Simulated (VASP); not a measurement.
A run of VASP 6.6.1:

Contents of INCAR:

```
ALGO = Normal
EDIFF = 1E-6
ENCUT = 600
GGA = PS
GGA_COMPAT = False
ISIF = 2
ISMEAR = -1
ISPIN = 2
LASPH = True
LCHARG = False
LMAXMIX = 4
LORBIT = 11
LREAL = False
LWAVE = False
MAGMOM = 2 0
NBANDS = 20
NELM = 200
PREC = Accurate
SIGMA = 0.1
```

Contents of KPOINTS:

```
k-points
0
Gamma
  14 14 14
```

File POSCAR:

```
CoPd
1.0
    1.2799400024      0.7389737049      4.0833822518
   -1.2799400024      0.7389737049      4.0833822518
    0.0000000000     -1.4779474098      4.0833822518
Co Pd
1 1
Direct
    0.0000000000      0.0000000000      0.0000000000
    0.5000000000      0.5000000000      0.5000000000
```

Potentials or basis: VASP PAW PBE potentials, release 64 (Co, Pd).

Launch:

```sh
$ cat potpaw_PBE.64/Co/POTCAR potpaw_PBE.64/Pd/POTCAR > POTCAR
$ mpirun -np 1 vasp_std > vasp.out
```

Hardware: 1 thread of Intel(R) Xeon(R) Platinum 8259CL CPU @ 2.50GHz (Skylake/Cascade Lake) (shared host).

**Question.** Estimate the wall time of this run.

**Answer.** Wall time 9.3 min on 1 thread of Intel(R) Xeon(R) Platinum 8259CL CPU @ 2.50GHz (Skylake/Cascade Lake) (shared host), peak memory 0.45 GiB. Counts: scf iterations 15, k points 288.
